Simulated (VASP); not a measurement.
# SnO (Pm) in VASP: single point with PBEsol

Aim: the single point of SnO with PBEsol.

Program: VASP 6.6.1. These are calculated values, not measurements. Logs are shortened: lines on timing, memory, paths and dates and some standing lists are left out, and cuts for length are marked.

## Step 1: The cell of the first run

The structure is monoclinic, space group Pm (No. 6). Conventional cell: a = 3.802 Å, b = 3.802 Å, c = 4.836 Å, α = 90.00°, β = 90.00°, γ = 90.00°. Sn (site symmetry m) has 4 O at 2.22 to 2.65 Å within 2.9 Å. Within 1.9 Å of Sn (site symmetry m) lie 1 O at 1.41 Å. O (site symmetry m) has 1 Sn at 1.41 Å within 1.9 Å. Within 2.9 Å of O (site symmetry m) lie 4 Sn at 2.22 Å and 2 O at 2.38 Å.

## Step 2: Single point, PBEsol (atom 3 (O) moved by (-0.600, -0.600) A along x and z)

INCAR reads:

```
SYSTEM = SnO
PREC     = Accurate       ! precision mode
ENCUT    = 520            ! plane-wave cutoff, eV
EDIFF    = 1E-6           ! SCF threshold, eV
ISMEAR   = 0              ! smearing method
SIGMA    = 0.15           ! smearing width, eV
LREAL    = .FALSE.        ! projectors in reciprocal space
LASPH    = .TRUE.         ! aspherical terms in the spheres
NELM     = 60             ! most SCF steps
ALGO     = Normal         ! electronic algorithm
ISIF     = 2              ! what is computed and relaxed
LWAVE    = .FALSE.        ! write WAVECAR
LCHARG   = .FALSE.        ! write CHGCAR
GGA      = PS             ! functional
NBANDS   = 28             ! bands
```

KPOINTS reads:

```
Automatic mesh
0
G
  12 12 10
  0 0 0
```

POSCAR reads:

```
SnO
1.0
    3.8020000000      0.0000000000      0.0000000000
    0.0000000000      3.8020000000      0.0000000000
    0.0000000000      0.0000000000      4.8360000000
Sn O
2 2
Direct
    0.0000000000      0.5000000000      0.2385000000
    0.5000000000      0.0000000000      0.7615000000
   -0.1578116781      0.0000000000     -0.1240694789
    0.5000000000      0.5000000000      0.0000000000
```

Potentials or basis: VASP PAW PBE potentials, release 64 (Sn_d, O).

On the command line:

```
> cat potpaw_PBE.64/Sn_d/POTCAR potpaw_PBE.64/O/POTCAR > POTCAR
> mpirun -np 1 vasp_std > vasp.out
```

OUTCAR:

```text
SYSTEM = SnO
   PREC = Accurate
   ENCUT = 520
   EDIFF = 1E-6
   ISMEAR = 0
   LREAL = .FALSE.
   LASPH = .TRUE.
   NELM = 60
   ISIF = 2
   GGA = PS

 ion  position               nearest neighbor table
   1  0.000  0.500  0.239-   4 2.22   4 2.22   3 2.65   3 2.65   2 3.54   2 3.54   2 3.54   2 3.54
                             2 3.69   2 3.69   2 3.69   2 3.69
   2  0.500  0.000  0.761-   3 1.41   4 2.22   4 2.22   3 2.56   1 3.54   1 3.54   1 3.54   1 3.54
                             1 3.69   1 3.69   1 3.69   1 3.69
   3  0.842  0.000  0.876-   2 1.41   2 2.56   1 2.65   1 2.65
   4  0.500  0.500  0.000-   1 2.22   2 2.22   2 2.22   1 2.22

 -----------------------------------------------------------------------------
|                                                                             |
|           W    W    AA    RRRRR   N    N  II  N    N   GGGG   !!!           |
|           W    W   A  A   R    R  NN   N  II  NN   N  G    G  !!!           |
|           W    W  A    A  R    R  N N  N  II  N N  N  G       !!!           |
|           W WW W  AAAAAA  RRRRR   N  N N  II  N  N N  G  GGG   !            |
|           WW  WW  A    A  R   R   N   NN  II  N   NN  G    G                |
|           W    W  A    A  R    R  N    N  II  N    N   GGGG   !!!           |
|                                                                             |
|     The distance between some ions is very small. Please check the          |
|     nearest-neighbor list in the OUTCAR file.                               |
|     I HOPE YOU KNOW WHAT YOU ARE DOING!                                     |
|                                                                             |
 -----------------------------------------------------------------------------

  LATTYP: Found a simple tetragonal cell.
 ALAT       =     3.8020000000
 C/A-ratio  =     1.2719621252

  Lattice vectors:

 A1 = (   3.8020000000,   0.0000000000,   0.0000000000)
 A2 = (   0.0000000000,   3.8020000000,   0.0000000000)
 A3 = (   0.0000000000,   0.0000000000,   4.8360000000)

Analysis of symmetry for initial positions (statically):
=====================================================================
 Subroutine PRICEL returns:
 Original cell was already a primitive cell.

 Routine SETGRP: Setting up the symmetry group for a
 simple tetragonal supercell.

 Subroutine GETGRP returns: Found  2 space group operations
 (whereof  2 operations were pure point group operations)
 out of a pool of 16 trial point group operations.

The static configuration has the point symmetry C_1h.

Analysis of symmetry for dynamics (positions and initial velocities):
=====================================================================
 Subroutine PRICEL returns:
 Original cell was already a primitive cell.

 Routine SETGRP: Setting up the symmetry group for a
 simple tetragonal supercell.

 Subroutine GETGRP returns: Found  2 space group operations
 (whereof  2 operations were pure point group operations)
 out of a pool of 16 trial point group operations.

The dynamic configuration has the point symmetry C_1h.

 Subroutine INISYM returns: Found  2 space group operations
 (whereof  2 operations are pure point group operations),
 and found     1 'primitive' translations

----------------------------------------------------------------------------------------

                                     Primitive cell

  volume of cell :      69.9054

  direct lattice vectors                    reciprocal lattice vectors
     3.802000000  0.000000000  0.000000000     0.263019463  0.000000000  0.000000000
     0.000000000  3.802000000  0.000000000     0.000000000  0.263019463  0.000000000
     0.000000000  0.000000000  4.836000000     0.000000000  0.000000000  0.206782465

  length of vectors
     3.802000000  3.802000000  4.836000000     0.263019463  0.263019463  0.206782465

  position of ions in fractional coordinates (direct lattice)
     0.000000000  0.500000000  0.238500000
     0.500000000  0.000000000  0.761500000
     0.842188322  0.000000000  0.875930521
     0.500000000  0.500000000  0.000000000

  ion indices of the primitive-cell ions
   primitive index   ion index
                 1           1
                 2           2
                 3           3
                 4           4

----------------------------------------------------------------------------------------

 KPOINTS: Automatic mesh

Automatic generation of k-mesh.
 Grid dimensions read from file:
 generate k-points for:   12   12   10

 Generating k-lattice:

  Cartesian coordinates                     Fractional coordinates (reciprocal lattice)
     0.021918289  0.000000000  0.000000000     0.083333333  0.000000000  0.000000000
     0.000000000  0.021918289  0.000000000     0.000000000  0.083333333  0.000000000
     0.000000000  0.000000000  0.020678246     0.000000000  0.000000000  0.100000000

  Length of vectors
     0.021918289  0.021918289  0.020678246

  Shift w.r.t. Gamma in fractional coordinates (k-lattice)
     0.000000000  0.000000000  0.000000000

 Subroutine IBZKPT returns following result:
 ===========================================

 Found    434 irreducible k-points:

 Following reciprocal coordinates:
            Coordinates               Weight
  0.000000  0.000000  0.000000      1.000000
  0.083333  0.000000  0.000000      2.000000
  0.000000  0.083333  0.000000      2.000000
  0.166667  0.000000  0.000000      2.000000
  0.000000  0.166667  0.000000      2.000000
  0.250000  0.000000  0.000000      2.000000
[... 16 lines left out ...]
  0.500000  0.083333  0.000000      2.000000
 -0.083333  0.500000  0.000000      2.000000
 [... further k-points ...]
   k-points           NKPTS =    434   k-points in BZ     NKDIM =    434   number of bands    NBANDS=     28
   number of dos      NEDOS =    301   number of ions     NIONS =      4
   total plane-waves  NPLWV =  28224
   dimension x,y,z NGX =    28 NGY =   28 NGZ =   36
   dimension x,y,z NGXF=    56 NGYF=   56 NGZF=   72
   ions per type =               2   2
   NGX,Y,Z   is equivalent  to a cutoff of  12.24, 12.24, 12.38 a.u.
   NGXF,Y,Z  is equivalent  to a cutoff of  24.49, 24.49, 24.75 a.u.
 SYSTEM =  SnO
   PREC   = accura    normal or accurate (medium, high low for compatibility)
   ISTART =      0    job   : 0-new  1-cont  2-samecut
   ICHARG =      2    charge: 1-file 2-atom 10-const
   ISPIN  =      1    spin polarized calculation?
   LNONCOLLINEAR =      F non collinear calculations
   LSORBIT =      F    spin-orbit coupling
   LASPH  =      T    aspherical Exc in radial PAW
   ENCUT  =  520.0 eV  38.22 Ry    6.18 a.u.   7.07  7.07  8.99*2*pi/ulx,y,z
   NELM   =     60;   NELMIN=  2; NELMDL= -5     # of ELM steps
   EDIFF  = 0.1E-05   stopping-criterion for ELM
   LREAL  =      F    real-space projection
   EDIFFG = 0.1E-04   stopping-criterion for IOM
   NSW    =      0    number of steps for IOM
   IBRION =     -1    ionic relax: 0-MD 1-quasi-New 2-CG
   NFREE  =      0    steps in history (QN), initial steepest desc. (CG)
   ISIF   =      2    stress and relaxation
   ISYM   =      2    0-nonsym 1-usesym 2-fastsym
   POTIM  = 0.5000    time-step for ionic-motion
   TEBEG  =    0.0;   TEEND  =   0.0 temperature during run
   PSTRESS=    0.0 pullay stress
   NELECT =      40.0000    total number of electrons
   NUPDOWN=      -1.0000    fix difference up-down
   EMIN   =  10.00;   EMAX   =-10.00  energy-range for DOS
   EFERMI =   0.00;   METHOD = LEGACY
   ISMEAR =     0;   SIGMA  =   0.15  broadening in eV -4-tet -1-fermi 0-gaus
   EFERMI_NEDOS =   21; number of points for ismear=-14 and -15
   IALGO  =     38    algorithm
   IMIX   =      4    mixing-type and parameters
     AMIX     =   0.40;   BMIX     =  1.00
     AMIX_MAG =   1.60;   BMIX_MAG =  1.00
  volume/ion in A,a.u.               =      17.48       117.94
  Fermi-wavevector in a.u.,A,eV,Ry     =   1.359121  2.568365 25.132801  1.847209
  Thomas-Fermi vector in A             =   2.485896
   LORBIT       =      0    0 simple, 1 ext, 2 COOP (PROOUT), +10 PAW based schemes
   GGA     = PS    functional components
   LHFCALC =     F    Hartree Fock is set to
   AEXX    =    0.0000 exact exchange contribution
   IVDW    =     0    specifies the selected vdW correction
   LEPSILON=     F    determine dielectric tensor
   LRPA    =     F    only Hartree local field effects (RPA)
 non-spin polarized calculation
 Gauss-broadening in eV      SIGMA  =   0.15
  energy-cutoff  :      520.00
  volume of cell :       69.91
 maximum number of plane-waves:      1904
   NGX = 15   NGY = 15   NGZ = 17

 number of electron      39.9999991 magnetization

 Free energy of the ion-electron system (eV)
  ---------------------------------------------------
  ext. energy  EPLUGINS =         0.00000000
  ---------------------------------------------------
  free energy    TOTEN  =       -14.70467366 eV

  energy without entropy =      -14.70047087  energy(sigma->0) =      -14.70257227

 E-fermi :   6.9301     XC(G=0): -10.4362

 val. band max:        6.9200879580   @ k =  -0.0833   0.0000   0.1000
 cond. band min:       6.9361834137   @ k =   0.4167   0.4167   0.2000
 fundamental gap:      0.0160954557
 Fermi energy:         6.9300829078

 k-point     1 :       0.0000    0.0000    0.0000
  band No.  band energies     occupation
      1     -18.9403      2.00000
      2     -14.9750      2.00000
      3     -14.7849      2.00000
      4     -14.7694      2.00000
      5     -14.7454      2.00000
      6     -14.7410      2.00000
[... 20 lines left out ...]
     27      14.7586      0.00000
     28      16.1880      0.00000

 k-point     2 :       0.0833    0.0000    0.0000
  band No.  band energies     occupation
      1     -18.9320      2.00000
      2     -14.9736      2.00000
      3     -14.7843      2.00000
      4     -14.7753      2.00000
      5     -14.7464      2.00000
      6     -14.7365      2.00000
[... 20 lines left out ...]
     27      14.9773      0.00000
     28      16.1808      0.00000

 k-point     3 :       0.0000    0.0833    0.0000
  band No.  band energies     occupation
      1     -18.9397      2.00000
      2     -14.9748      2.00000
      3     -14.7855      2.00000
      4     -14.7678      2.00000
      5     -14.7461      2.00000
      6     -14.7409      2.00000
[... 616 lines left out ...]
      3     -14.8234      2.00000
      4     -14.7780      2.00000
      5     -14.7610      2.00000
      6     -14.6804      2.00000
[... 20 lines left out ...]
     27      15.2827      0.00000
     28      16.0414      0.00000

 k-point    24 :      -0.0833    0.5000    0.0000
  band No.  band energies     occupation
      1     -18.9222      2.00000
      2     -14.9820      2.00000
      3     -14.7962      2.00000
      4     -14.7568      2.00000
      5     -14.7556      2.00000
      6     -14.7302      2.00000
[... 20 lines left out ...]
     27      15.4776      0.00000
     28      17.3825      0.00000

 [... further k-points ...]
[... 5 lines left out ...]
  --------------------------------------------------------------------------------------
  -------------------------------------------------------------------------------------
  Total       49.8360494      2.2618975      9.2980789      0.0000000      0.0000000     19.1915326
  in kB     1142.2039903     51.8409531    213.1048298      0.0000000      0.0000000    439.8551919
  external PRESSURE =     469.0499244 kB  Pullay stress =       0.0000000 kB

 VOLUME and BASIS-vectors are now :
 -----------------------------------------------------------------------------
  energy-cutoff  :      520.00
  volume of cell :       69.91
      direct lattice vectors                 reciprocal lattice vectors
     3.802000000  0.000000000  0.000000000     0.263019463  0.000000000  0.000000000
     0.000000000  3.802000000  0.000000000     0.000000000  0.263019463  0.000000000
     0.000000000  0.000000000  4.836000000     0.000000000  0.000000000  0.206782465

 POSITION                                       TOTAL-FORCE (eV/Angst)
 -----------------------------------------------------------------------------------
      0.00000      1.90100      1.15339         0.138949      0.000000      0.075431
      1.90100      0.00000      3.68261       -37.121060      0.000000    -17.418559
      3.20200      0.00000      4.23600        39.446271      0.000000     17.029133
      1.90100      1.90100      0.00000        -2.464160      0.000000      0.313995
 -----------------------------------------------------------------------------------
    total drift:                                0.001838      0.000000      0.000060

  FREE ENERGIE OF THE ION-ELECTRON SYSTEM (eV)
  ---------------------------------------------------
  free  energy   TOTEN  =       -14.7046736649 eV

  energy  without entropy=      -14.7004708717  energy(sigma->0) =      -14.70257227
```

Wall time 4.4 min (1 thread of Intel Xeon 6975P-C (Granite Rapids), shared host); peak memory 0.7 GiB.

What came out:

```
Free energy            : -14.7047 eV
Pressure               : 46.9 GPa
Largest force          : 42.965 eV/Å
Band gap on the k mesh : zero (bands 20 and 21 overlap by 0.42 eV)
```

Forces in eV/Å, atoms in the order of the input:
```
Sn    0.139   0.000   0.075
Sn  -37.121   0.000 -17.419
O    39.446   0.000  17.029
O    -2.464   0.000   0.314
```

Stress tensor (GPa, compression positive):
```
114.22   0.00  43.99
  0.00   5.18   0.00
 43.99   0.00  21.31
```

Caveat: the cell differs from its parent crystal (atom 3 (O) moved by (-0.600, -0.600) A along x and z); atoms lie so close that the PAW spheres overlap strongly, which falsifies energies and pressures; the stress differs along the axes, from 5 to 114 GPa; semilocal functionals underestimate gaps, and a narrow one can read as zero; the PAW data sets were made with another functional, which shifts forces and pressure a little; spin-orbit coupling is left out, which moves the levels of the heavy elements.
